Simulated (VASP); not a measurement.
Here is a VASP 6.6.1 calculation.

INCAR

```
SYSTEM = MnS
  ALGO = Normal
  EDIFF = 1E-7
  ENCUT = 520
  GGA = PS
  ISIF = 2
  ISMEAR = -1
  ISPIN = 2
  LASPH = .TRUE.
  LCHARG = .FALSE.
  LMAXMIX = 4
  LORBIT = 11
  LREAL = .FALSE.
  LWAVE = .FALSE.
  MAGMOM = 4 0
  NBANDS = 20
  NELM = 150
  PREC = Accurate
  SIGMA = 0.05
```

File KPOINTS:

```
k-points
0
G
  9 9 9
  0 0 0
```

POSCAR

```
MnS
1.0
    0.0000000000      2.4568624933      2.4568624933
    2.4568624933      0.0000000000      2.4568624933
    2.4568624933      2.4568624933      0.0000000000
Mn S
1 1
Direct
    0.0000000000      0.0000000000      0.0000000000
    0.7500000000      0.7500000000      0.7500000000
```

Potentials or basis: VASP PAW PBE potentials, release 64 (Mn_pv, S).

The run is started by

```bash
$ cat potpaw_PBE.64/Mn_pv/POTCAR potpaw_PBE.64/S/POTCAR > POTCAR
$ mpirun -np 1 vasp_std > vasp.out
```

Predict the pressure.

0.1 GPa.

Estimate the site moments.

Mn +0.20; S -0.01 μB.

Predict the net moment.

0.21 μB per cell.

Caveat: the PAW data sets were made with another functional, which shifts forces and pressure a little.
